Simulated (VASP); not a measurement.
# K in VASP: further runs

K is run at these levels: r2SCAN; tasks: single point.

Everything below comes from runs of VASP 6.6.1. Logs are shortened: lines on timing, memory, paths and dates and some standing lists are left out, and cuts for length are marked.

## 1. The cell of the first run

Symmetry: Pmmm, No. 47, orthorhombic system. Conventional cell: a = 3.955 Å, b = 4.310 Å, c = 4.429 Å, α = 90.00°, β = 90.00°, γ = 90.00°. K (site symmetry mmm) has 6 K at 3.95 to 4.43 Å within 5.2 Å.

## 2. Single point, r2SCAN (normal strain along x -0.0825, normal strain along z +0.0275)

Contents of POSCAR:

```
K
1.0
    3.9548282321      0.0000000000      0.0000000000
    0.0000000000      4.3104394900      0.0000000000
    0.0000000000      0.0000000000      4.4289765760
K
1
Direct
    0.0000000000      0.0000000000      0.0000000000
```

Contents of INCAR.step1:

```
PREC = Accurate
ENCUT = 520
ISMEAR = 0
SIGMA = 0.15
LREAL = F
LASPH = T
NELM = 80
NBANDS = 10
GGA = PE
ALGO = Normal
EDIFF = 1E-4
LWAVE = T
LCHARG = F
```

Contents of INCAR.step2:

```
PREC = Accurate
ENCUT = 520
EDIFF = 1E-7
ISMEAR = 0
SIGMA = 0.15
LREAL = F
LASPH = T
NELM = 80
ALGO = Normal
ISIF = 2
LWAVE = F
LCHARG = F
METAGGA = R2SCAN
LMIXTAU = T
NBANDS = 10
ISTART = 1
```

Contents of KPOINTS:

```
Automatic mesh
0
Gamma
  10 10 10
```

Potentials or basis: VASP PAW PBE potentials, release 64 (K_sv).

Started as:

```sh
> cat potpaw_PBE.64/K_sv/POTCAR > POTCAR
> cp INCAR.step1 INCAR
> mpirun -np 1 vasp_std > vasp.out
> cp INCAR.step2 INCAR
> mpirun -np 1 vasp_std > vasp.out
```

OUTCAR:

```text
PREC = Accurate
   ENCUT = 520
   EDIFF = 1E-7
   ISMEAR = 0
   LREAL = F
   LASPH = T
   NELM = 80
   ISIF = 2
   METAGGA = R2SCAN
   ISTART = 1

 ion  position               nearest neighbor table
   1  0.000  0.000  0.000-

  LATTYP: Found a simple orthorhombic cell.
 ALAT       =     3.9548282321
 B/A-ratio  =     1.0899182561
 C/A-ratio  =     1.1198910082

  Lattice vectors:

 A1 = (   3.9548282321,   0.0000000000,   0.0000000000)
 A2 = (   0.0000000000,   4.3104394900,   0.0000000000)
 A3 = (   0.0000000000,   0.0000000000,   4.4289765760)

Analysis of symmetry for initial positions (statically):
=====================================================================
 Subroutine PRICEL returns:
 Original cell was already a primitive cell.

 Routine SETGRP: Setting up the symmetry group for a
 simple orthorhombic supercell.

 Subroutine GETGRP returns: Found  8 space group operations
 (whereof  8 operations were pure point group operations)
 out of a pool of  8 trial point group operations.

The static configuration has the point symmetry D_2h.

Analysis of symmetry for dynamics (positions and initial velocities):
=====================================================================
 Subroutine PRICEL returns:
 Original cell was already a primitive cell.

 Routine SETGRP: Setting up the symmetry group for a
 simple orthorhombic supercell.

 Subroutine GETGRP returns: Found  8 space group operations
 (whereof  8 operations were pure point group operations)
 out of a pool of  8 trial point group operations.

The dynamic configuration has the point symmetry D_2h.

 Subroutine INISYM returns: Found  8 space group operations
 (whereof  8 operations are pure point group operations),
 and found     1 'primitive' translations

----------------------------------------------------------------------------------------

                                     Primitive cell

  volume of cell :      75.5010

  direct lattice vectors                    reciprocal lattice vectors
     3.954828232  0.000000000  0.000000000     0.252855482  0.000000000  0.000000000
     0.000000000  4.310439490  0.000000000     0.000000000  0.231994905  0.000000000
     0.000000000  0.000000000  4.428976576     0.000000000  0.000000000  0.225785796

  length of vectors
     3.954828232  4.310439490  4.428976576     0.252855482  0.231994905  0.225785796

  position of ions in fractional coordinates (direct lattice)
     0.000000000  0.000000000  0.000000000

  ion indices of the primitive-cell ions
   primitive index   ion index
                 1           1

----------------------------------------------------------------------------------------

 KPOINTS: Automatic mesh

Automatic generation of k-mesh.
 Grid dimensions read from file:
 generate k-points for:   10   10   10

 Generating k-lattice:

  Cartesian coordinates                     Fractional coordinates (reciprocal lattice)
     0.025285548  0.000000000  0.000000000     0.100000000  0.000000000  0.000000000
     0.000000000  0.023199491  0.000000000     0.000000000  0.100000000  0.000000000
     0.000000000  0.000000000  0.022578580     0.000000000  0.000000000  0.100000000

  Length of vectors
     0.025285548  0.023199491  0.022578580

  Shift w.r.t. Gamma in fractional coordinates (k-lattice)
     0.000000000  0.000000000  0.000000000

 Subroutine IBZKPT returns following result:
 ===========================================

 Found    216 irreducible k-points:

 Following reciprocal coordinates:
            Coordinates               Weight
  0.000000  0.000000  0.000000      1.000000
  0.100000  0.000000  0.000000      2.000000
  0.200000  0.000000  0.000000      2.000000
  0.300000  0.000000  0.000000      2.000000
  0.400000  0.000000  0.000000      2.000000
  0.500000  0.000000  0.000000      1.000000
[... 16 lines left out ...]
  0.400000  0.300000  0.000000      4.000000
  0.500000  0.300000  0.000000      2.000000
 [... further k-points ...]
   k-points           NKPTS =    216   k-points in BZ     NKDIM =    216   number of bands    NBANDS=     10
   number of dos      NEDOS =    301   number of ions     NIONS =      1
   total plane-waves  NPLWV =  34560
   dimension x,y,z NGX =    30 NGY =   32 NGZ =   36
   dimension x,y,z NGXF=    60 NGYF=   64 NGZF=   72
   ions per type =               1
   NGX,Y,Z   is equivalent  to a cutoff of  12.61, 12.34, 13.51 a.u.
   NGXF,Y,Z  is equivalent  to a cutoff of  25.22, 24.68, 27.03 a.u.
 SYSTEM =  unknown system
   PREC   = accura    normal or accurate (medium, high low for compatibility)
   ISTART =      1    job   : 0-new  1-cont  2-samecut
   ICHARG =      0    charge: 1-file 2-atom 10-const
   ISPIN  =      1    spin polarized calculation?
   LNONCOLLINEAR =      F non collinear calculations
   LSORBIT =      F    spin-orbit coupling
   LASPH  =      T    aspherical Exc in radial PAW
   ENCUT  =  520.0 eV  38.22 Ry    6.18 a.u.   7.35  8.01  8.23*2*pi/ulx,y,z
   NELM   =     80;   NELMIN=  2; NELMDL=  0     # of ELM steps
   EDIFF  = 0.1E-06   stopping-criterion for ELM
   LREAL  =      F    real-space projection
   EDIFFG = 0.1E-05   stopping-criterion for IOM
   NSW    =      0    number of steps for IOM
   IBRION =     -1    ionic relax: 0-MD 1-quasi-New 2-CG
   NFREE  =      0    steps in history (QN), initial steepest desc. (CG)
   ISIF   =      2    stress and relaxation
   ISYM   =      2    0-nonsym 1-usesym 2-fastsym
   POTIM  = 0.5000    time-step for ionic-motion
   TEBEG  =    0.0;   TEEND  =   0.0 temperature during run
   PSTRESS=    0.0 pullay stress
   NELECT =       9.0000    total number of electrons
   NUPDOWN=      -1.0000    fix difference up-down
   EMIN   =  10.00;   EMAX   =-10.00  energy-range for DOS
   EFERMI =   0.00;   METHOD = LEGACY
   ISMEAR =     0;   SIGMA  =   0.15  broadening in eV -4-tet -1-fermi 0-gaus
   EFERMI_NEDOS =   21; number of points for ismear=-14 and -15
   IALGO  =     38    algorithm
   IMIX   =      4    mixing-type and parameters
     AMIX     =   0.40;   BMIX     =  1.00
     AMIX_MAG =   1.60;   BMIX_MAG =  1.00
  volume/ion in A,a.u.               =      75.50       509.51
  Fermi-wavevector in a.u.,A,eV,Ry     =   0.805697  1.522546  8.832179  0.649147
  Thomas-Fermi vector in A             =   1.913990
   LORBIT       =      0    0 simple, 1 ext, 2 COOP (PROOUT), +10 PAW based schemes
   METAGGA = R2SCAN    functional components
   LHFCALC =     F    Hartree Fock is set to
   AEXX    =    0.0000 exact exchange contribution
   IVDW    =     0    specifies the selected vdW correction
   LEPSILON=     F    determine dielectric tensor
   LRPA    =     F    only Hartree local field effects (RPA)
 non-spin polarized calculation
 Gauss-broadening in eV      SIGMA  =   0.15
  energy-cutoff  :      520.00
  volume of cell :       75.50
 maximum number of plane-waves:      2064
 NGX is ok and might be reduce to    30
   NGX = 15   NGY = 17   NGZ = 17

 number of electron       9.0000000 magnetization

 Free energy of the ion-electron system (eV)
  ---------------------------------------------------
  ext. energy  EPLUGINS =         0.00000000
  ---------------------------------------------------
  free energy    TOTEN  =        -5.88620219 eV

  energy without entropy =       -5.87764435  energy(sigma->0) =       -5.88192327

 E-fermi :  -0.0764     XC(G=0):  -5.8274

 val. band max:       -0.0860492289   @ k =   0.0000   0.1000   0.5000
 cond. band min:      -0.0754303346   @ k =   0.1000   0.3000   0.4000
 fundamental gap:      0.0106188943
 Fermi energy:        -0.0763519275

 k-point     1 :       0.0000    0.0000    0.0000
  band No.  band energies     occupation
      1     -34.0096      2.00000
      2     -16.6681      2.00000
      3     -16.6667      2.00000
      4     -16.6562      2.00000
      5      -2.3427      2.00000
      6       2.9327      0.00000
      7       3.2180      0.00000
      8       6.2332      0.00000
      9       6.4399      0.00000
     10       6.7028      0.00000

 k-point     2 :       0.1000    0.0000    0.0000
  band No.  band energies     occupation
      1     -34.0085      2.00000
      2     -16.6734      2.00000
      3     -16.6664      2.00000
      4     -16.6651      2.00000
      5      -2.2243      2.00000
      6       3.0040      0.00000
      7       3.2109      0.00000
      8       5.8440      0.00000
      9       6.1332      0.00000
     10       6.4643      0.00000

 k-point     3 :       0.2000    0.0000    0.0000
  band No.  band energies     occupation
      1     -34.0055      2.00000
      2     -16.7181      2.00000
      3     -16.6620      2.00000
      4     -16.6607      2.00000
      5      -1.8757      2.00000
      6       3.0026      0.00000
      7       3.2203      0.00000
      8       5.3351      0.00000
      9       5.5750      0.00000
     10       6.5308      0.00000

 k-point     4 :       0.3000    0.0000    0.0000
  band No.  band energies     occupation
      1     -34.0019      2.00000
      2     -16.7728      2.00000
      3     -16.6564      2.00000
      4     -16.6553      2.00000
      5      -1.3146      2.00000
      6       2.3337      0.00000
      7       3.5198      0.00000
      8       4.9226      0.00000
      9       5.1386      0.00000
     10       6.6220      0.00000
[... 222 lines left out ...]
 k-point    22 :       0.3000    0.3000    0.0000
  band No.  band energies     occupation
      1     -33.9993      2.00000
      2     -16.7662      2.00000
      3     -16.7071      2.00000
      4     -16.6518      2.00000
      5      -0.5325      1.99998
      6       2.3770      0.00000
      7       2.9275      0.00000
      8       4.4839      0.00000
      9       5.1257      0.00000
     10       5.6621      0.00000

 k-point    23 :       0.4000    0.3000    0.0000
  band No.  band energies     occupation
      1     -33.9963      2.00000
      2     -16.8090      2.00000
      3     -16.7016      2.00000
      4     -16.6474      2.00000
      5       0.1289      0.05296
      6       1.9641      0.00000
      7       2.9439      0.00000
      8       4.1645      0.00000
      9       4.9475      0.00000
     10       5.7142      0.00000

 k-point    24 :       0.5000    0.3000    0.0000
  band No.  band energies     occupation
      1     -33.9952      2.00000
      2     -16.8252      2.00000
      3     -16.6995      2.00000
      4     -16.6458      2.00000
      5       0.6890      0.00000
      6       1.3271      0.00000
      7       3.2764      0.00000
      8       3.8542      0.00000
      9       4.8637      0.00000
     10       5.7683      0.00000

 [... further k-points ...]

------------------------ aborting loop because EDIFF is reached ----------------------------------------

  FORCE on cell =-STRESS in cart. coord.  units (eV):
  Direction    XX          YY          ZZ          XY          YZ          ZX
  --------------------------------------------------------------------------------------
  -------------------------------------------------------------------------------------
  Total        0.4620023     -0.0431417     -0.1660879      0.0000000      0.0000000      0.0000000
  in kB        9.8039744     -0.9154929     -3.5244889      0.0000000      0.0000000      0.0000000
  external PRESSURE =       1.7879975 kB  Pullay stress =       0.0000000 kB

 VOLUME and BASIS-vectors are now :
 -----------------------------------------------------------------------------
  energy-cutoff  :      520.00
  volume of cell :       75.50
      direct lattice vectors                 reciprocal lattice vectors
     3.954828232  0.000000000  0.000000000     0.252855482  0.000000000  0.000000000
     0.000000000  4.310439490  0.000000000     0.000000000  0.231994905  0.000000000
     0.000000000  0.000000000  4.428976576     0.000000000  0.000000000  0.225785796

 POSITION                                       TOTAL-FORCE (eV/Angst)
 -----------------------------------------------------------------------------------
      0.00000      0.00000      0.00000         0.000000      0.000000      0.000000
 -----------------------------------------------------------------------------------
    total drift:                                0.000000     -0.000000      0.000000

  FREE ENERGIE OF THE ION-ELECTRON SYSTEM (eV)
  ---------------------------------------------------
  free  energy   TOTEN  =        -5.8862021917 eV

  energy  without entropy=       -5.8776443483  energy(sigma->0) =       -5.88192327
```

It took 7 min on 1 thread of Intel Xeon Platinum 8488C (Sapphire Rapids), shared host; peak memory 0.3 GiB.

Results:

```
Free energy            : -5.8862 eV
Pressure               : 0.2 GPa
Band gap on the k mesh : zero (an odd number of electrons rules out a gap without spin polarisation)
```

Stress tensor (GPa, compression positive):
```
 0.98  0.00  0.00
 0.00 -0.09  0.00
 0.00  0.00 -0.35
```

Caveat: the cell differs from its parent crystal (normal strain along x -0.0825, normal strain along z +0.0275); the PAW data sets were made with another functional, which shifts forces and pressure a little.

## 3. Single point, r2SCAN (normal strain along x -0.0825, normal strain along z +0.0550)

Edit POSCAR of step 2 so:

```diff
@@ -4,3 +4,3 @@
     0.0000000000      4.3104394900      0.0000000000
-    0.0000000000      0.0000000000      4.4289765760
+    0.0000000000      0.0000000000      4.5475136620
 K
```

Contents of INCAR.step1:

```
SYSTEM = K
ALGO     = Normal         ! electronic algorithm
EDIFF    = 1E-4           ! SCF threshold, eV
ENCUT    = 520            ! plane-wave cutoff, eV
GGA      = PE             ! functional
ISMEAR   = 0              ! smearing method
LASPH    = .TRUE.         ! aspherical terms in the spheres
LCHARG   = .FALSE.        ! write CHGCAR
LREAL    = .FALSE.        ! projectors in reciprocal space
LWAVE    = .TRUE.         ! write WAVECAR
NBANDS   = 10             ! bands
NELM     = 100            ! most SCF steps
PREC     = Accurate       ! precision mode
SIGMA    = 0.15           ! smearing width, eV
```

Contents of INCAR.step2:

```
SYSTEM = K
ALGO     = Normal         ! electronic algorithm
EDIFF    = 1E-7           ! SCF threshold, eV
ENCUT    = 520            ! plane-wave cutoff, eV
ISIF     = 2              ! what is computed and relaxed
ISMEAR   = 0              ! smearing method
ISTART   = 1            
LASPH    = .TRUE.         ! aspherical terms in the spheres
LCHARG   = .FALSE.        ! write CHGCAR
LMIXTAU  = .TRUE.       
LREAL    = .FALSE.        ! projectors in reciprocal space
LWAVE    = .FALSE.        ! write WAVECAR
METAGGA  = R2SCAN         ! meta-GGA
NBANDS   = 10             ! bands
NELM     = 100            ! most SCF steps
PREC     = Accurate       ! precision mode
SIGMA    = 0.15           ! smearing width, eV
```

Contents of KPOINTS:

```
k-points
0
G
  10 10 10
  0 0 0
```

Potentials or basis: VASP PAW PBE potentials, release 64 (K_sv).

Started as:

```sh
> cat potpaw_PBE.64/K_sv/POTCAR > POTCAR
> cp INCAR.step1 INCAR
> mpirun -np 1 vasp_std > vasp.out
> cp INCAR.step2 INCAR
> mpirun -np 1 vasp_std > vasp.out
```

OUTCAR:

```text
SYSTEM = K
   EDIFF = 1E-7
   ENCUT = 520
   ISIF = 2
   ISMEAR = 0
   ISTART = 1
   LASPH = .TRUE.
   LREAL = .FALSE.
   METAGGA = R2SCAN
   NELM = 100
   PREC = Accurate

 ion  position               nearest neighbor table
   1  0.000  0.000  0.000-

  LATTYP: Found a simple orthorhombic cell.
 ALAT       =     3.9548282321
 B/A-ratio  =     1.0899182561
 C/A-ratio  =     1.1498637602

  Lattice vectors:

 A1 = (   3.9548282321,   0.0000000000,   0.0000000000)
 A2 = (   0.0000000000,   4.3104394900,   0.0000000000)
 A3 = (   0.0000000000,   0.0000000000,   4.5475136620)

Analysis of symmetry for initial positions (statically):
=====================================================================
 Subroutine PRICEL returns:
 Original cell was already a primitive cell.

 Routine SETGRP: Setting up the symmetry group for a
 simple orthorhombic supercell.

 Subroutine GETGRP returns: Found  8 space group operations
 (whereof  8 operations were pure point group operations)
 out of a pool of  8 trial point group operations.

The static configuration has the point symmetry D_2h.

Analysis of symmetry for dynamics (positions and initial velocities):
[... 164 lines left out ...]

 k-point     1 :       0.0000    0.0000    0.0000
  band No.  band energies     occupation
      1     -34.0840      2.00000
      2     -16.7449      2.00000
      3     -16.7419      2.00000
      4     -16.7313      2.00000
      5      -2.3661      2.00000
      6       2.8187      0.00000
      7       3.1711      0.00000
      8       5.7895      0.00000
      9       6.3024      0.00000
     10       6.6534      0.00000
[... 287 lines left out ...]
 k-point    24 :       0.5000    0.3000    0.0000
  band No.  band energies     occupation
      1     -34.0695      2.00000
      2     -16.8998      2.00000
      3     -16.7745      2.00000
      4     -16.7221      2.00000
      5       0.6685      0.00000
      6       1.3111      0.00000
      7       3.2526      0.00000
      8       3.8384      0.00000
      9       4.6570      0.00000
     10       5.5872      0.00000

 [... further k-points ...]

------------------------ aborting loop because EDIFF is reached ----------------------------------------

  FORCE on cell =-STRESS in cart. coord.  units (eV):
  Direction    XX          YY          ZZ          XY          YZ          ZX
  --------------------------------------------------------------------------------------
  -------------------------------------------------------------------------------------
  Total        0.4678420     -0.0356574     -0.2678907      0.0000000      0.0000000      0.0000000
  in kB        9.6691119     -0.7369480     -5.5366230      0.0000000      0.0000000      0.0000000
  external PRESSURE =       1.1318470 kB  Pullay stress =       0.0000000 kB

 VOLUME and BASIS-vectors are now :
 -----------------------------------------------------------------------------
  energy-cutoff  :      520.00
  volume of cell :       77.52
      direct lattice vectors                 reciprocal lattice vectors
     3.954828232  0.000000000  0.000000000     0.252855482  0.000000000  0.000000000
     0.000000000  4.310439490  0.000000000     0.000000000  0.231994905  0.000000000
     0.000000000  0.000000000  4.547513662     0.000000000  0.000000000  0.219900384

 POSITION                                       TOTAL-FORCE (eV/Angst)
 -----------------------------------------------------------------------------------
      0.00000      0.00000      0.00000         0.000000      0.000000      0.000000
 -----------------------------------------------------------------------------------
    total drift:                                0.000000      0.000000      0.000000

  FREE ENERGIE OF THE ION-ELECTRON SYSTEM (eV)
  ---------------------------------------------------
  free  energy   TOTEN  =        -5.8807808045 eV

  energy  without entropy=       -5.8722430843  energy(sigma->0) =       -5.87651194
```

Wall time 7.1 min (1 thread of Intel Xeon Platinum 8488C (Sapphire Rapids), shared host); peak memory 0.3 GiB.

What came out:

- Free energy: -5.8808 eV
- Pressure: 0.1 GPa
- Band gap on the k mesh: zero (an odd number of electrons rules out a gap without spin polarisation)

Levels at points of the mesh, in eV from the Fermi level:
| k point | band 2 | band 3 | band 4 | band 5 | band 6 | band 7 |
| --- | --- | --- | --- | --- | --- | --- |
| (0.00, 0.00, 0.00) | -16.61 | -16.60 | -16.59 | -2.23 | 2.96 | 3.31 |
| (0.50, 0.00, 0.00) | -16.77 | -16.59 | -16.59 | 0.39 | 0.53 | 4.04 |
| (0.00, 0.50, 0.00) | -16.69 | -16.60 | -16.59 | 0.02 | 0.08 | 3.79 |
| (0.50, 0.50, 0.00) | -16.76 | -16.66 | -16.58 | 1.19 | 2.66 | 2.75 |
| (0.00, 0.00, 0.50) | -16.66 | -16.60 | -16.59 | -0.21 | -0.16 | 3.74 |
| (0.50, 0.00, 0.50) | -16.76 | -16.63 | -16.58 | 1.18 | 2.35 | 2.56 |
| (0.00, 0.50, 0.50) | -16.68 | -16.65 | -16.58 | 1.05 | 1.94 | 2.05 |
| (0.50, 0.50, 0.50) | -16.75 | -16.66 | -16.62 | 2.17 | 2.43 | 2.82 |

Caveat: the cell differs from its parent crystal (normal strain along x -0.0825, normal strain along z +0.0550); the PAW data sets were made with another functional, which shifts forces and pressure a little.

(Continued in part 2 of 2.)

The gap in the log of VASP goes by the Fermi energy; the results here count the filled bands.